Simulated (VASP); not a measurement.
# Si (Fd-3m) in VASP: a series of runs

Runs on Si. Level: PBE. Tasks: G0W0 quasiparticle levels.

Everything below comes from runs of VASP 6.6.1. Logs are shortened: lines on timing, memory, paths and dates and some standing lists are left out, and cuts for length are marked.

### 1 The cell of the first run

The structure is cubic, space group Fd-3m (No. 227). Conventional cell: a = 5.444 Å, b = 5.444 Å, c = 5.444 Å, α = 90.00°, β = 90.00°, γ = 90.00°. Si (site symmetry -43m) has 4 Si at 2.36 Å within 3.1 Å.

### 2 G0W0 quasiparticle levels, PBE

Contents of POSCAR:

```
Si
1.0
    0.0000000000      2.7221197378      2.7221197378
    2.7221197378      0.0000000000      2.7221197378
    2.7221197378      2.7221197378      0.0000000000
Si
2
Direct
    0.2500000000      0.2500000000      0.2500000000
    0.0000000000      0.0000000000      0.0000000000
```

Contents of INCAR.step1:

```
SYSTEM = Si
ALGO = Normal ; EDIFF = 1E-8
ENCUT = 500 ; GGA = PE
ISMEAR = 0 ; LASPH = .TRUE.
LCHARG = .FALSE. ; LREAL = .FALSE.
LWAVE = .TRUE. ; NELM = 60
PREC = Accurate ; SIGMA = 0.01
```

Contents of INCAR.step2:

```
SYSTEM = Si
ALGO = Exact ; EDIFF = 1E-8
ENCUT = 500 ; GGA = PE
ISMEAR = 0 ; ISTART = 1
LASPH = .TRUE. ; LCHARG = .FALSE.
LOPTICS = .TRUE. ; LREAL = .FALSE.
LWAVE = .TRUE. ; NBANDS = 69
NELM = 1 ; PREC = Accurate
SIGMA = 0.01
```

Contents of INCAR.step3:

```
SYSTEM = Si
ALGO = EVGW0 ; EDIFF = 1E-8
ENCUT = 500 ; ENCUTGW = 80.0
GGA = PE ; ISMEAR = 0
ISTART = 1 ; LASPH = .TRUE.
LCHARG = .FALSE. ; LREAL = .FALSE.
LWAVE = .FALSE. ; NBANDS = 69
NBANDSGW = 12 ; NELMGW = 1
NOMEGA = 96 ; OMEGAMAX = 20
PREC = Accurate ; PRECFOCK = Fast
SIGMA = 0.01
```

Contents of KPOINTS:

```
k-points
0
G
  6 6 6
  0 0 0
```

Potentials or basis: VASP PAW PBE potentials, release 64 (Si_GW).

Command:

```sh
cat potpaw_PBE.64/Si_GW/POTCAR > POTCAR
cp INCAR.step1 INCAR
mpirun -np 1 vasp_std > vasp.out
cp INCAR.step2 INCAR
mpirun -np 1 vasp_std > vasp.out
cp INCAR.step3 INCAR
mpirun -np 1 vasp_std > vasp.out
```

OUTCAR:

```text
SYSTEM = Si
   EDIFF = 1E-8
   ENCUT = 500
   ENCUTGW = 80.0
   GGA = PE
   ISMEAR = 0
   ISTART = 1
   LASPH = .TRUE.
   LREAL = .FALSE.
   NELMGW = 1
   PREC = Accurate
   PRECFOCK = Fast

 ion  position               nearest neighbor table
   1  0.250  0.250  0.250-   2 2.36   2 2.36   2 2.36   2 2.36
   2  0.000  0.000  0.000-   1 2.36   1 2.36   1 2.36   1 2.36

  LATTYP: Found a face centered cubic cell.
 ALAT       =     5.4442394756

  Lattice vectors:

 A1 = (   0.0000000000,   2.7221197378,   2.7221197378)
 A2 = (   2.7221197378,   0.0000000000,   2.7221197378)
 A3 = (   2.7221197378,   2.7221197378,   0.0000000000)

Analysis of symmetry for initial positions (statically):
=====================================================================
 Subroutine PRICEL returns:
 Original cell was already a primitive cell.

 Routine SETGRP: Setting up the symmetry group for a
 face centered cubic supercell.

 Subroutine GETGRP returns: Found 48 space group operations
 (whereof 24 operations were pure point group operations)
 out of a pool of 48 trial point group operations.

The static configuration has the point symmetry T_d .
 The point group associated with its full space group is O_h .

Analysis of symmetry for dynamics (positions and initial velocities):
=====================================================================
 Subroutine PRICEL returns:
 Original cell was already a primitive cell.

 Routine SETGRP: Setting up the symmetry group for a
 face centered cubic supercell.

 Subroutine GETGRP returns: Found 48 space group operations
 (whereof 24 operations were pure point group operations)
 out of a pool of 48 trial point group operations.

The dynamic configuration has the point symmetry T_d .
 The point group associated with its full space group is O_h .

 Subroutine INISYM returns: Found 48 space group operations
 (whereof 24 operations are pure point group operations),
 and found     1 'primitive' translations

----------------------------------------------------------------------------------------

                                     Primitive cell

  volume of cell :      40.3415

  direct lattice vectors                    reciprocal lattice vectors
     0.000000000  2.722119738  2.722119738    -0.183680384  0.183680384  0.183680384
     2.722119738  0.000000000  2.722119738     0.183680384 -0.183680384  0.183680384
     2.722119738  2.722119738  0.000000000     0.183680384  0.183680384 -0.183680384

  length of vectors
     3.849658652  3.849658652  3.849658652     0.318143758  0.318143758  0.318143758

  position of ions in fractional coordinates (direct lattice)
     0.250000000  0.250000000  0.250000000
     0.000000000  0.000000000  0.000000000

  ion indices of the primitive-cell ions
   primitive index   ion index
                 1           1
                 2           2

----------------------------------------------------------------------------------------

 KPOINTS: k-points

Automatic generation of k-mesh.
 Grid dimensions read from file:
 generate k-points for:    6    6    6

 Generating k-lattice:

  Cartesian coordinates                     Fractional coordinates (reciprocal lattice)
    -0.030613397  0.030613397  0.030613397     0.166666667  0.000000000  0.000000000
     0.030613397 -0.030613397  0.030613397     0.000000000  0.166666667  0.000000000
     0.030613397  0.030613397 -0.030613397     0.000000000  0.000000000  0.166666667

  Length of vectors
     0.053023960  0.053023960  0.053023960

  Shift w.r.t. Gamma in fractional coordinates (k-lattice)
     0.000000000  0.000000000  0.000000000

 Subroutine IBZKPT returns following result:
 ===========================================

 Found     16 irreducible k-points:

 Following reciprocal coordinates:
            Coordinates               Weight
  0.000000  0.000000  0.000000      1.000000
  0.166667  0.000000  0.000000      8.000000
  0.333333  0.000000  0.000000      8.000000
  0.500000  0.000000  0.000000      4.000000
  0.166667  0.166667  0.000000      6.000000
  0.333333  0.166667  0.000000     24.000000
[... 8 lines left out ...]
 -0.333333  0.333333  0.166667     24.000000
 -0.333333  0.500000  0.166667     12.000000
   k-points           NKPTS =     16   k-points in BZ     NKDIM =    216   number of bands    NBANDS=     69
   number of dos      NEDOS =    301   number of ions     NIONS =      2
   total plane-waves  NPLWV =  21952
   dimension x,y,z NGX =    28 NGY =   28 NGZ =   28
   dimension x,y,z NGXF=    56 NGYF=   56 NGZF=   56
   ions per type =               2
   NGX,Y,Z   is equivalent  to a cutoff of  12.09, 12.09, 12.09 a.u.
   NGXF,Y,Z  is equivalent  to a cutoff of  24.18, 24.18, 24.18 a.u.
 SYSTEM =  Si
   PREC   = accura    normal or accurate (medium, high low for compatibility)
   ISTART =      1    job   : 0-new  1-cont  2-samecut
   ICHARG =      0    charge: 1-file 2-atom 10-const
   ISPIN  =      1    spin polarized calculation?
   LNONCOLLINEAR =      F non collinear calculations
   LSORBIT =      F    spin-orbit coupling
   LASPH  =      T    aspherical Exc in radial PAW
   ENCUT  =  500.0 eV  36.75 Ry    6.06 a.u.   7.02  7.02  7.02*2*pi/ulx,y,z
   NELM   =     60;   NELMIN=  2; NELMDL=  0     # of ELM steps
   EDIFF  = 0.1E-07   stopping-criterion for ELM
   LREAL  =      F    real-space projection
   EDIFFG = 0.1E-06   stopping-criterion for IOM
   NSW    =      0    number of steps for IOM
   IBRION =     -1    ionic relax: 0-MD 1-quasi-New 2-CG
   NFREE  =      0    steps in history (QN), initial steepest desc. (CG)
   ISIF   =      0    stress and relaxation
   ISYM   =      3    0-nonsym 1-usesym 2-fastsym
   POTIM  = 0.5000    time-step for ionic-motion
   TEBEG  =    0.0;   TEEND  =   0.0 temperature during run
   PSTRESS=    0.0 pullay stress
   NELECT =       8.0000    total number of electrons
   NUPDOWN=      -1.0000    fix difference up-down
   EMIN   =  10.00;   EMAX   =-10.00  energy-range for DOS
   EFERMI =   0.00;   METHOD = LEGACY
   ISMEAR =     0;   SIGMA  =   0.01  broadening in eV -4-tet -1-fermi 0-gaus
   EFERMI_NEDOS =   21; number of points for ismear=-14 and -15
   IALGO  =     38    algorithm
   IMIX   =      4    mixing-type and parameters
     AMIX     =   0.40;   BMIX     =  1.00
     AMIX_MAG =   1.60;   BMIX_MAG =  1.00
  volume/ion in A,a.u.               =      20.17       136.12
  Fermi-wavevector in a.u.,A,eV,Ry     =   0.954672  1.804069 12.400336  0.911399
  Thomas-Fermi vector in A             =   2.083440
   LORBIT       =      0    0 simple, 1 ext, 2 COOP (PROOUT), +10 PAW based schemes
   GGA     = PE    functional components
   LHFCALC =     T    Hartree Fock is set to
   PRECFOCK=fast      Normal, Fast or Accurate (Low or Medium for compatibility)
   ENCUT4O =  -1.0   cutoff for four orbital integrals eV
   NKREDX  =     1    reduce k-point grid by
   NKREDY  =     1    reduce k-point grid by
   NKREDZ  =     1    reduce k-point grid by
   AEXX    =    1.0000 exact exchange contribution
   HFSCREEN=    0.0000 screening length (either q_TF or 0.3 A-1)
   HFSCREENC=   0.0000 screening length for correlation (either q_TF or 0.3 A-1)
   ENCUTFOCK=  -1.0 apply spherical cutoff to Coloumb kernel
   IVDW    =     0    specifies the selected vdW correction
   LEPSILON=     F    determine dielectric tensor
   LRPA    =     F    only Hartree local field effects (RPA)
   LRPAFORCE           =     F    calculate RPA forces
   ENCUTGW             =  80.0    cutoff for response function in eV
   ENCUTGWSOFT         =  64.0    soft cutoff for Coulomb kernel in GW response function in eV
   ENCUTLF             =  -1.0    cutoff for local field effects
   NELMGW              =     1    number of iterations in solving QP/BSE equation
   NELMHF              =     1    number of iterations in the inner HF iteration
   NKREDLFX            =     1    NKREDLFY  =   1   NKREDLFZ  =   1
 non-spin polarized calculation
 Gauss-broadening in eV      SIGMA  =   0.01
  energy-cutoff  :      500.00
  volume of cell :       40.34
 maximum number of plane-waves:      1034
  NGX = 16; NGY = 16; NGZ = 16
   NGX = 13   NGY = 13   NGZ = 13
 maximum number of plane-waves:        72
 NGX is ok and might be reduce to    14

 QP shifts <psi_nk| G(iteration)W_0 |psi_nk>: iteration 1
 for sc-GW calculations column KS-energies equals QP-energies in previous step
 and V_xc(KS)=  KS-energies - (<T + V_ion + V_H > + <T+V_H+V_ion>^1  + <V_x>^1)

 k-point   1 :       0.0000    0.0000    0.0000
  band No.  KS-energies  QP-energies   sigma(KS)   V_xc(KS)     V^pw_x(r,r')   Z            occupation Imag(sigma)

      1      -6.5145      -6.7563     -10.8213     -10.4433     -17.4855       0.6396       2.0000       1.1332
      2       5.3979       5.1392     -11.7296     -11.3889     -12.7043       0.7595       2.0000       0.0290
      3       5.3979       5.1392     -11.7296     -11.3889     -12.7043       0.7595       2.0000       0.0290
      4       5.3979       5.1392     -11.7296     -11.3889     -12.7043       0.7595       2.0000       0.0290
      5       7.9540       8.2393      -9.7129     -10.0911      -5.7143       0.7542       0.0000      -0.0668
      6       7.9540       8.2393      -9.7129     -10.0911      -5.7143       0.7542       0.0000      -0.0668
      7       7.9540       8.2393      -9.7129     -10.0911      -5.7143       0.7542       0.0000      -0.0668
      8       8.6725       9.1219     -10.4528     -11.0546      -6.0931       0.7467       0.0000      -0.0775
      9      13.1149      13.4594      -9.5226      -9.9886      -4.2073       0.7395       0.0000      -0.2328
     10      13.1149      13.4594      -9.5226      -9.9886      -4.2073       0.7395       0.0000      -0.2328
     11      13.3241      13.2035      -7.9154      -7.7578      -2.6686       0.7653       0.0000      -0.2801
     12      16.6199      16.6330      -8.3225      -8.3400      -2.2709       0.7451       0.0000      -0.6227

 k-point   2 :       0.1667    0.0000    0.0000
  band No.  KS-energies  QP-energies   sigma(KS)   V_xc(KS)     V^pw_x(r,r')   Z            occupation Imag(sigma)
[... 225 lines left out ...]
      1      -2.2798      -2.5456     -11.3236     -10.9400     -16.0402       0.6928       2.0000       0.5147
      2      -2.2798      -2.5456     -11.3236     -10.9400     -16.0402       0.6928       2.0000       0.5147
      3       1.7805       1.3827     -10.6738     -10.1232     -12.9336       0.7223       2.0000       0.0896
      4       1.7805       1.3827     -10.6738     -10.1232     -12.9336       0.7223       2.0000       0.0896
      5       8.1456       8.3257      -9.2953      -9.5330      -5.1776       0.7578       0.0000      -0.0730
      6       8.1456       8.3257      -9.2953      -9.5330      -5.1776       0.7578       0.0000      -0.0730
      7      12.1316      12.3930      -9.7815     -10.1395      -4.3476       0.7302       0.0000      -0.2347
      8      12.1316      12.3930      -9.7815     -10.1395      -4.3476       0.7302       0.0000      -0.2347
      9      15.9228      16.2284     -10.2478     -10.6708      -3.8596       0.7227       0.0000      -0.5616
     10      15.9228      16.2284     -10.2478     -10.6708      -3.8596       0.7227       0.0000      -0.5616
     11      18.2898      18.5738      -9.9914     -10.3828      -3.3658       0.7255       0.0000      -0.7430
     12      18.2898      18.5738      -9.9914     -10.3828      -3.3658       0.7255       0.0000      -0.7430
```

It took 2.5 min on 1 thread of Intel Xeon 6975P-C (Granite Rapids), shared host; peak memory 0.5 GiB.

Results:

| Property | Result |
| --- | --- |
| Quasiparticle gap | 1.09 eV |
| Least direct quasiparticle gap | 3.10 eV |
| Band gap of the starting levels on the mesh | 0.72 eV |
| Least direct gap of the starting levels on the mesh | 2.56 eV |

Caveat: bands, screening cutoff and mesh are small and nothing is extrapolated, so the quasiparticle values aren't converged.

### 3 G0W0 quasiparticle levels, PBE

POSCAR is that of step 2.

Contents of INCAR.step1:

```
SYSTEM = Si
PREC = Accurate
ENCUT = 500
EDIFF = 1E-8
ISMEAR = 0
SIGMA = 0.01
LREAL = .False.
LASPH = .True.
NELM = 100
ALGO = Normal
LWAVE = .True.
LCHARG = .False.
GGA = PE
```

Contents of INCAR.step2:

```
SYSTEM = Si
PREC = Accurate
ENCUT = 500
EDIFF = 1E-8
ISMEAR = 0
SIGMA = 0.01
LREAL = .False.
LASPH = .True.
NELM = 1
ALGO = Exact
LWAVE = .True.
LCHARG = .False.
GGA = PE
NBANDS = 155
LOPTICS = .True.
ISTART = 1
```

Contents of INCAR.step3:

```
SYSTEM = Si
PREC = Accurate
ENCUT = 500
EDIFF = 1E-8
ISMEAR = 0
SIGMA = 0.01
LREAL = .False.
LASPH = .True.
ALGO = EVGW0
LWAVE = .False.
LCHARG = .False.
GGA = PE
NELMGW = 1
NBANDS = 155
ENCUTGW = 140.0
NOMEGA = 96
PRECFOCK = Fast
ISTART = 1
NBANDSGW = 12
OMEGAMAX = 20
```

Contents of KPOINTS:

```
Automatic mesh
0
Gamma
  4 4 4
  0 0 0
```

Potentials or basis: VASP PAW PBE potentials, release 64 (Si_GW).

Command:

```sh
cat potpaw_PBE.64/Si_GW/POTCAR > POTCAR
cp INCAR.step1 INCAR
mpirun -np 1 vasp_std > vasp.out
cp INCAR.step2 INCAR
mpirun -np 1 vasp_std > vasp.out
cp INCAR.step3 INCAR
mpirun -np 1 vasp_std > vasp.out
```

OUTCAR:

```text
SYSTEM = Si
   PREC = Accurate
   ENCUT = 500
   EDIFF = 1E-8
   ISMEAR = 0
   LREAL = .False.
   LASPH = .True.
   GGA = PE
   NELMGW = 1
   ENCUTGW = 140.0
   PRECFOCK = Fast
   ISTART = 1

 ion  position               nearest neighbor table
   1  0.250  0.250  0.250-   2 2.36   2 2.36   2 2.36   2 2.36
   2  0.000  0.000  0.000-   1 2.36   1 2.36   1 2.36   1 2.36

  LATTYP: Found a face centered cubic cell.
 ALAT       =     5.4442394756

  Lattice vectors:

 A1 = (   0.0000000000,   2.7221197378,   2.7221197378)
 A2 = (   2.7221197378,   0.0000000000,   2.7221197378)
 A3 = (   2.7221197378,   2.7221197378,   0.0000000000)

Analysis of symmetry for initial positions (statically):
=====================================================================
[... 151 lines left out ...]
   ENCUTLF             =  -1.0    cutoff for local field effects
   NELMGW              =     1    number of iterations in solving QP/BSE equation
   NELMHF              =     1    number of iterations in the inner HF iteration
   NKREDLFX            =     1    NKREDLFY  =   1   NKREDLFZ  =   1
 non-spin polarized calculation
 Gauss-broadening in eV      SIGMA  =   0.01
  energy-cutoff  :      500.00
  volume of cell :       40.34
 maximum number of plane-waves:      1036
  NGX = 16; NGY = 16; NGZ = 16
   NGX = 13   NGY = 13   NGZ = 13
 maximum number of plane-waves:       169

 QP shifts <psi_nk| G(iteration)W_0 |psi_nk>: iteration 1
 for sc-GW calculations column KS-energies equals QP-energies in previous step
 and V_xc(KS)=  KS-energies - (<T + V_ion + V_H > + <T+V_H+V_ion>^1  + <V_x>^1)

 k-point   1 :       0.0000    0.0000    0.0000
  band No.  KS-energies  QP-energies   sigma(KS)   V_xc(KS)     V^pw_x(r,r')   Z            occupation Imag(sigma)

      1      -6.4855      -6.9270     -11.0856     -10.4400     -17.4657       0.6839       2.0000       1.1523
      2       5.4338       4.9141     -12.0829     -11.4007     -13.0140       0.7619       2.0000       0.0246
      3       5.4338       4.9141     -12.0829     -11.4007     -13.0140       0.7619       2.0000       0.0246
      4       5.4338       4.9141     -12.0829     -11.4007     -13.0140       0.7619       2.0000       0.0246
      5       7.9750       8.0875      -9.9348     -10.0839      -5.5639       0.7547       0.0000      -0.0692
      6       7.9750       8.0875      -9.9348     -10.0839      -5.5639       0.7547       0.0000      -0.0692
      7       7.9750       8.0875      -9.9348     -10.0839      -5.5639       0.7547       0.0000      -0.0692
      8       8.7111       8.9441     -10.7349     -11.0471      -5.8606       0.7462       0.0000      -0.0871
      9      13.1330      13.2960      -9.7697      -9.9885      -4.1855       0.7452       0.0000      -0.2143
     10      13.1330      13.2960      -9.7697      -9.9885      -4.1855       0.7452       0.0000      -0.2143
     11      13.3599      13.1071      -8.0345      -7.7047      -2.5874       0.7666       0.0000      -0.2803
     12      16.6356      16.4047      -8.6106      -8.3072      -2.2325       0.7609       0.0000      -0.5911
[... 100 lines left out ...]
      1      -2.2043      -2.6561     -11.6397     -10.9796     -16.0619       0.6844       2.0000       0.4686
      2      -2.2043      -2.6561     -11.6397     -10.9796     -16.0619       0.6844       2.0000       0.4686
      3       1.5999       1.0288     -10.7846     -10.0058     -12.9020       0.7333       2.0000       0.0904
      4       1.5999       1.0288     -10.7846     -10.0058     -12.9020       0.7333       2.0000       0.0904
      5       9.6948       9.6673      -9.6006      -9.5642      -4.8825       0.7546       0.0000      -0.1011
      6       9.6948       9.6673      -9.6006      -9.5642      -4.8825       0.7546       0.0000      -0.1011
      7      10.3947      10.5159      -9.9439     -10.1064      -4.6787       0.7458       0.0000      -0.1473
      8      10.3947      10.5159      -9.9439     -10.1064      -4.6787       0.7458       0.0000      -0.1473
      9      15.9580      16.0295     -10.5924     -10.6908      -3.8805       0.7268       0.0000      -0.5417
     10      15.9580      16.0295     -10.5924     -10.6908      -3.8805       0.7268       0.0000      -0.5417
     11      18.3977      18.4764     -10.3171     -10.4240      -3.3861       0.7355       0.0000      -0.7349
     12      18.3977      18.4764     -10.3171     -10.4240      -3.3861       0.7355       0.0000      -0.7349
```

OUTCAR.step2:

```text
SYSTEM = Si
   PREC = Accurate
   ENCUT = 500
   EDIFF = 1E-8
[... 691 lines left out ...]
  --------------------------------------------------------------------------------------------------------------
     0.00000    24.10993    24.10993    24.10993     0.00000    -0.00000    -0.00000
     1.70027    33.73100    33.73100    33.73100     0.00000    -0.00000    -0.00000
     3.40054    24.68893    24.68893    24.68893    -0.00000    -0.00000    -0.00000
     5.10081   -21.49622   -21.49622   -21.49622     0.00000     0.00000    -0.00000
     6.80108    -5.65101    -5.65101    -5.65101     0.00000     0.00000    -0.00000
     8.50135    -4.79989    -4.79989    -4.79989    -0.00000     0.00000     0.00000
[... 92 lines left out ...]
   166.62648     0.98738     0.98738     0.98738    -0.00000     0.00000     0.00000
   168.32675     0.98765     0.98765     0.98765    -0.00000     0.00000     0.00000
```

It took 58 s on 1 thread of Intel Xeon 6975P-C (Granite Rapids), shared host; peak memory 0.39 GiB.

What came out:

| Quantity | Value |
| --- | --- |
| Quasiparticle gap | 1.19 eV |
| Least direct quasiparticle gap | 3.17 eV |
| Band gap of the starting levels on the mesh | 0.71 eV |
| Least direct gap of the starting levels on the mesh | 2.54 eV |

Caveat: the k points lie up to 0.50 Å⁻¹ apart; bands, screening cutoff and mesh are small and nothing is extrapolated, so the quasiparticle values aren't converged.
